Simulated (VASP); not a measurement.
# Cd2S5 in VASP: notebook, part 2 of 2

VASP 6.6.1. The steps go on from the part before.

### Step 3. Single point, PBE

This run uses another cell than the first one, of 25.85 Å³/atom.

INCAR reads:

```
PREC = Accurate
ENCUT = 520
EDIFF = 1E-6
ISMEAR = 0
SIGMA = 0.1
LREAL = False
LASPH = True
NELM = 60
ALGO = Normal
ISIF = 2
LWAVE = False
LCHARG = True
GGA = PE
LELF = True
LVHAR = True
NBANDS = 36
```

KPOINTS reads:

```
regular mesh
0
Gamma
  4 4 2
```

POSCAR reads:

```
Cd2S5
1.0
   -3.2099373925      2.7666734741      0.0132528483
   -3.2085416549     -2.7648077165      0.0166007204
   -1.0201212505     -0.0059554104     10.1965673615
Cd S
2 5
Direct
    0.5577707886      0.9480038272      0.8558140398
    0.0547165397      0.4421846830      0.1445002620
    0.8820815189      0.9377874740      0.2786619810
    0.1045259487      0.6635715078      0.4429736786
    0.3356625654      0.8930013984      0.5569117550
    0.0622170657      0.1172345145      0.7208579925
    0.5710255731      0.4302165951      0.0002802909
```

Potentials or basis: VASP PAW PBE potentials, release 64 (Cd, S).

Run with:

```bash
cat potpaw_PBE.64/Cd/POTCAR potpaw_PBE.64/S/POTCAR > POTCAR
mpirun -np 1 vasp_std > vasp.out
```

OUTCAR:

```text
PREC = Accurate
   ENCUT = 520
   EDIFF = 1E-6
   ISMEAR = 0
   LREAL = False
   LASPH = True
   NELM = 60
   ISIF = 2
   GGA = PE

 ion  position               nearest neighbor table
   1  0.558  0.948  0.856-   7 2.54   6 2.59   6 2.61   7 2.63
   2  0.055  0.442  0.145-   7 2.54   3 2.58   3 2.61   7 2.63
   3  0.882  0.938  0.279-   4 2.16   2 2.58   2 2.61
   4  0.105  0.664  0.443-   5 1.98   3 2.16
   5  0.336  0.893  0.557-   4 1.98   6 2.17
   6  0.062  0.117  0.721-   5 2.17   1 2.59   1 2.61
   7  0.571  0.430  0.000-   2 2.54   1 2.54   1 2.63   2 2.63

  LATTYP: Found a triclinic cell.
 ALAT       =     4.2354665439
 B/A-ratio  =     1.0005344127
 C/A-ratio  =     2.4194433435
 COS(alpha) =     0.0781370815
 COS(beta)  =     0.0796915337
 COS(gamma) =     0.1476490361

  Lattice vectors:

 A1 = (   3.2085416549,   2.7648077165,  -0.0166007204)
 A2 = (   3.2099373925,  -2.7666734741,  -0.0132528483)
 A3 = (   1.0201212505,   0.0059554104, -10.1965673615)

Analysis of symmetry for initial positions (statically):
[... 180 lines left out ...]
 val. band max:        1.6533577650   @ k =  -0.0000   0.0000   0.5000
 cond. band min:       2.6493758001   @ k =  -0.0000   0.0000   0.5000
 fundamental gap:      0.9960180351
 Fermi energy:         2.1384673675

 k-point     1 :       0.0000    0.0000    0.0000
  band No.  band energies     occupation
      1     -14.1414      2.00000
      2     -11.8278      2.00000
      3     -10.7544      2.00000
      4     -10.1485      2.00000
      5      -7.8295      2.00000
      6      -6.3854      2.00000
[... 769 lines left out ...]
     35       8.0690      0.00000
     36       8.7003      0.00000

------------------------ aborting loop because EDIFF is reached ----------------------------------------

  FORCE on cell =-STRESS in cart. coord.  units (eV):
  Direction    XX          YY          ZZ          XY          YZ          ZX
  --------------------------------------------------------------------------------------
  -------------------------------------------------------------------------------------
  Total       -0.0122885      0.0195637     -0.1758977      0.0124670      0.0111944      0.1697016
  in kB       -0.1088218      0.1732468     -1.5576703      0.1104022      0.0991328      1.5028002
  external PRESSURE =      -0.4977484 kB  Pullay stress =       0.0000000 kB

 VOLUME and BASIS-vectors are now :
 -----------------------------------------------------------------------------
  energy-cutoff  :      520.00
  volume of cell :      180.92
      direct lattice vectors                 reciprocal lattice vectors
    -3.209937393  2.766673474  0.013252848    -0.155819630  0.180734716 -0.015483502
    -3.208541655 -2.764807717  0.016600720    -0.155925764 -0.180832254 -0.015705297
    -1.020121250 -0.005955410 10.196567361     0.000456382  0.000059500  0.098117914

 POSITION                                       TOTAL-FORCE (eV/Angst)
 -----------------------------------------------------------------------------------
     -5.70515     -1.08298      8.74950         0.013851      0.004028      0.003873
     -1.74181     -1.07203      1.48147        -0.006216      0.004006     -0.009073
     -6.12463     -0.15403      2.86865        -0.003877      0.033963      0.097545
     -2.91651     -1.54810      4.52921        -0.112829     -0.037445      0.046612
     -4.51081     -1.54363      5.69786         0.113656     -0.048127     -0.031367
     -1.31123     -0.15629      7.35305        -0.005373      0.043248     -0.096139
     -3.21361      0.39037      0.01757         0.000788      0.000327     -0.011450
 -----------------------------------------------------------------------------------
    total drift:                               -0.000256      0.000795      0.000091

  FREE ENERGIE OF THE ION-ELECTRON SYSTEM (eV)
  ---------------------------------------------------
  free  energy   TOTEN  =       -23.6369498047 eV

  energy  without entropy=      -23.6369498047  energy(sigma->0) =      -23.63694980
```

OSZICAR:

```text
N       E                     dE             d eps       ncg     rms          rms(c)
DAV:   1     0.360338634117E+03    0.36034E+03   -0.24895E+04  1440   0.133E+03
DAV:   2     0.205844130534E+01   -0.35828E+03   -0.34866E+03  1676   0.304E+02
DAV:   3    -0.244928085169E+02   -0.26551E+02   -0.26351E+02  1796   0.818E+01
DAV:   4    -0.249033087690E+02   -0.41050E+00   -0.40952E+00  1744   0.105E+01
DAV:   5    -0.249114564888E+02   -0.81477E-02   -0.81464E-02  1720   0.151E+00    0.206E+01
DAV:   6    -0.237210486578E+02    0.11904E+01   -0.22898E+00  1888   0.132E+01    0.136E+01
DAV:   7    -0.236570305678E+02    0.64018E-01   -0.12955E+00  1740   0.583E+00    0.288E+00
DAV:   8    -0.236383174289E+02    0.18713E-01   -0.23781E-01  1708   0.392E+00    0.116E+00
DAV:   9    -0.236363132383E+02    0.20042E-02   -0.18869E-02  1744   0.102E+00    0.354E-01
DAV:  10    -0.236367496052E+02   -0.43637E-03   -0.42126E-03  1656   0.281E-01    0.123E-01
DAV:  11    -0.236368474649E+02   -0.97860E-04   -0.19687E-04  1720   0.108E-01    0.641E-02
DAV:  12    -0.236369325896E+02   -0.85125E-04   -0.11546E-04  1668   0.551E-02    0.213E-02
DAV:  13    -0.236369469801E+02   -0.14390E-04   -0.27891E-05  1632   0.377E-02    0.136E-02
DAV:  14    -0.236369497653E+02   -0.27853E-05   -0.37941E-06  1552   0.985E-03    0.808E-03
DAV:  15    -0.236369498047E+02   -0.39363E-07   -0.54419E-07  1072   0.376E-03
   1 F= -.23636950E+02 E0= -.23636950E+02  d E =-.114293E-12
```

It took 2.7 min on 1 thread of Intel Xeon 8259CL, shared host; peak memory 0.32 GiB.

What came out:

* Free energy: -23.6369 eV
* Pressure: 0.0 GPa
* Largest force: 0.128 eV/Å
* Band gap on the k mesh: 1.00 eV

Forces in eV/Å, atoms in the order of the input:
```
Cd   0.014  0.004  0.004
Cd  -0.006  0.004 -0.009
S   -0.004  0.034  0.098
S   -0.113 -0.037  0.047
S    0.114 -0.048 -0.031
S   -0.005  0.043 -0.096
S    0.001  0.000 -0.011
```

Stress tensor (GPa, compression positive):
```
-0.01  0.01  0.15
 0.01  0.02  0.01
 0.15  0.01 -0.16
```

Levels at points of the mesh, in eV from the valence-band top:
```csv
k point,band 24,band 25,band 26,band 27,band 28,band 29,band 30,band 31
"(0.00, 0.00, 0.00)",-1.14,-1.01,-0.79,-0.67,1.76,1.94,2.82,3.03
"(0.50, 0.00, 0.00)",-1.27,-1.09,-0.43,-0.11,1.97,2.55,2.81,3.51
"(0.00, 0.50, 0.00)",-1.27,-1.08,-0.43,-0.10,1.96,2.55,2.82,3.51
"(0.50, 0.50, 0.00)",-1.89,-1.74,-1.01,-0.22,2.50,2.51,3.66,3.73
"(0.00, 0.00, 0.50)",-1.08,-0.86,-0.70,0.00,1.00,2.10,2.69,3.31
"(0.50, 0.00, 0.50)",-1.37,-1.07,-0.64,-0.33,2.18,2.55,2.87,3.56
"(0.00, 0.50, 0.50)",-1.37,-1.06,-0.64,-0.32,2.19,2.54,2.86,3.56
"(0.50, 0.50, 0.50)",-2.19,-1.59,-0.91,-0.36,2.48,2.89,3.33,3.96
```

A k mesh can miss the band edges.

### Step 4. Relaxation of cell and atoms, PBE

This run uses another cell than the first one, of 23.52 Å³/atom.

INCAR reads:

```
PREC = Accurate ; ENCUT = 600
EDIFF = 1E-7 ; ISMEAR = 0
SIGMA = 0.2 ; LREAL = F
LASPH = T ; NELM = 60
ALGO = Normal ; ISIF = 3
LWAVE = F ; LCHARG = F
GGA = PE ; IBRION = 2
NSW = 36 ; EDIFFG = -0.08
```

KPOINTS reads:

```
Automatic mesh
0
Gamma
  4 4 2
```

POSCAR reads:

```
Cd2S5
1.0
    2.9132799400     -2.9132799400      0.0000000000
    2.9132799400      2.9132799400      0.0000000000
    0.0000000000      0.0000000000      9.7000000000
Cd S
2 5
Direct
    0.5000000000      0.0000000000      0.8495000000
    0.0000000000      0.5000000000      0.1505000000
    0.0000000000      0.0000000000      0.3010000000
    0.8130000000      0.3810000000      0.4115000000
    0.6190000000      0.1870000000      0.5885000000
    0.0000000000      0.0000000000      0.6990000000
    0.5000000000      0.5000000000      0.0000000000
```

Run with:

```bash
cat potpaw_PBE.64/Cd/POTCAR potpaw_PBE.64/S/POTCAR > POTCAR
mpirun -np 1 vasp_std > vasp.out
```

Run time: 49 min. Hardware: 1 thread of Intel Xeon 8259CL, shared host; peak memory 0.37 GiB.

It converged, with:

```
Free energy                           : -23.6263 eV
Relaxed volume                        : 25.54 Å³/atom
Relaxed cell                          : a = 4.194 Å, b = 4.194 Å, c = 10.393 Å, α = 93.86°, β = 93.86°, γ = 79.07°
Space group after relaxing (to 0.1 Å) : C2 (No. 5)
Energy gained by relaxing             : 254.1 meV/atom
Ionic steps                           : 35
Pressure after relaxing               : 0.0 GPa
Largest force after relaxing          : 0.080 eV/Å
Band gap on the k mesh                : 1.01 eV
```

Forces in eV/Å, atoms in the order of the input:
```
Cd   0.026 -0.036  0.037
Cd  -0.026 -0.036 -0.037
S    0.043  0.002  0.030
S   -0.064 -0.006 -0.014
S    0.064 -0.006  0.014
S   -0.043  0.002 -0.030
S    0.000  0.080  0.000
```

Stress tensor (GPa, compression positive):
```
 0.10  0.00  0.05
 0.00  0.24  0.00
 0.05  0.00 -0.22
```

The path:
| step | energy change (eV) | largest force (eV/Å) | pressure (GPa) | volume (Å³) |
| --- | --- | --- | --- | --- |
| 1 | 0.0000 | 1.9837 | 7.15 | 164.65 |
| 2 | -0.8952 | 1.3612 | -1.87 | 190.89 |
| 3 | -0.8953 | 1.3605 | -1.92 | 191.15 |
| 4 | -1.1446 | 1.5800 | 0.22 | 189.67 |
| 5 | -1.1478 | 1.2230 | -0.03 | 189.82 |
| 6 | -1.3352 | 0.6671 | -0.22 | 188.64 |
| 7 | -1.3427 | 0.7378 | -0.20 | 188.31 |
| 8 | -1.4375 | 0.4739 | -0.40 | 186.97 |
| 9 | -1.4922 | 0.3836 | -0.52 | 184.84 |
| 10 | -1.5547 | 0.4477 | 0.45 | 180.93 |
| 11 | -1.5673 | 0.7852 | 1.21 | 178.12 |
| 12 | -1.5973 | 0.3610 | 0.84 | 177.90 |
| 13 | -1.6109 | 0.3460 | 0.39 | 177.58 |
| 14 | -1.6219 | 0.3182 | 0.27 | 178.11 |
| 15 | -1.6468 | 0.2483 | -0.07 | 179.71 |
| 16 | -1.6605 | 0.2284 | -0.70 | 182.88 |
| 17 | -1.6764 | 0.2456 | -0.28 | 181.64 |
| 18 | -1.6817 | 0.5898 | 0.15 | 180.42 |
| 19 | -1.6967 | 0.4310 | 0.07 | 179.88 |
| 20 | -1.7218 | 0.1335 | -0.12 | 178.27 |
| 21 | -1.7236 | 0.1934 | -0.17 | 177.70 |
| 22 | -1.7302 | 0.1479 | 0.04 | 176.93 |
| 23 | -1.7368 | 0.2935 | 0.57 | 175.06 |
| 24 | -1.7434 | 0.2247 | 0.46 | 175.19 |
| 25 | -1.7545 | 0.1759 | 0.12 | 175.55 |
| 26 | -1.7555 | 0.2156 | -0.01 | 175.67 |
| 27 | -1.7610 | 0.1508 | 0.13 | 175.77 |
| 28 | -1.7628 | 0.1472 | 0.25 | 175.85 |
| 29 | -1.7666 | 0.1374 | 0.03 | 176.73 |
| 30 | -1.7679 | 0.1603 | -0.20 | 177.70 |
| 31 | -1.7711 | 0.1050 | -0.13 | 177.93 |
| 32 | -1.7733 | 0.0801 | 0.02 | 178.34 |
| 33 | -1.7757 | 0.0817 | -0.03 | 178.56 |
| 34 | -1.7768 | 0.1240 | -0.09 | 178.83 |
| 35 | -1.7788 | 0.0798 | 0.04 | 178.79 |

Final structure:
```xyz
7
Lattice="3.2318 -2.6696 -0.1336 3.2318 2.6696 -0.1336 -0.4796 0.0000 10.3816" Properties=species:S:1:pos:R:3 pbc="T T T"
Cd    1.1820   -1.0266    8.7977
Cd    4.8019   -1.0266    1.3168
S     0.4164   -0.1742    2.8998
S     3.7474   -1.4623    4.4232
S     2.2366   -1.4623    5.6912
S     5.5675   -0.1742    7.2146
S     3.2318    0.3502   -0.1336
```

Levels at points of the mesh, in eV from the valence-band top:
| k point | band 23 | band 24 | band 25 | band 26 | band 27 | band 28 | band 29 | band 30 | band 31 | band 32 |
| --- | --- | --- | --- | --- | --- | --- | --- | --- | --- | --- |
| (0.00, 0.00, 0.00) | -1.42 | -1.11 | -0.92 | -0.79 | -0.64 | 1.73 | 1.98 | 2.82 | 3.05 | 3.80 |
| (0.50, 0.00, 0.00) | -1.72 | -1.22 | -1.05 | -0.35 | -0.12 | 2.00 | 2.49 | 2.91 | 3.55 | 4.57 |
| (0.50, 0.50, 0.00) | -2.41 | -1.85 | -1.73 | -0.98 | -0.33 | 2.51 | 2.55 | 3.49 | 3.78 | 4.02 |
| (0.00, 0.00, 0.50) | -1.56 | -0.98 | -0.86 | -0.69 | 0.00 | 1.01 | 2.18 | 2.68 | 3.40 | 3.62 |
| (0.50, 0.00, 0.50) | -1.65 | -1.32 | -1.01 | -0.62 | -0.31 | 2.23 | 2.62 | 2.86 | 3.57 | 4.58 |
| (0.50, 0.50, 0.50) | -2.29 | -2.20 | -1.62 | -0.87 | -0.47 | 2.54 | 2.93 | 3.22 | 3.98 | 4.15 |

Caveat: the relaxation stopped at a loose force limit of 0.08 eV/Å, so its end isn't a converged minimum. A k mesh can miss the band edges.

### Step 5. Summary

```tsv
task	potentials or basis	cell	cutoff (eV)	smearing	gap on the mesh (eV)	pressure (GPa)	largest force (eV/Å)
single point	VASP PAW PBE potentials, release 64 (Cd_sv_GW, S)	a = 4.208, b = 4.208, c = 10.317 Å, angles 94.1, 94.1, 80.6°, 7 atoms, atomic positions A	540	gaussian 0.2 eV	1.01	-0.6	0.07
single point	VASP PAW PBE potentials, release 64 (Cd, S)	a = 4.238, b = 4.235, c = 10.247 Å, angles 85.4, 85.5, 81.5°, 7 atoms, atomic positions B	520	gaussian 0.1 eV	1.00	0.0	0.13
relaxation of cell and atoms	VASP PAW PBE potentials, release 64 (Cd, S)	relaxed from a = 4.120, b = 4.120, c = 9.700 Å, 7 atoms, atomic positions C	600	gaussian 0.2 eV	1.01	0.0	0.08
```

Alike in all rows: level PBE; no spin polarisation; k mesh 4 × 4 × 2.

Caveats: the relaxation stopped at a loose force limit of 0.08 eV/Å, so its end isn't a converged minimum (at least some runs).

Absolute energies hang on the potentials; compare differences alone.
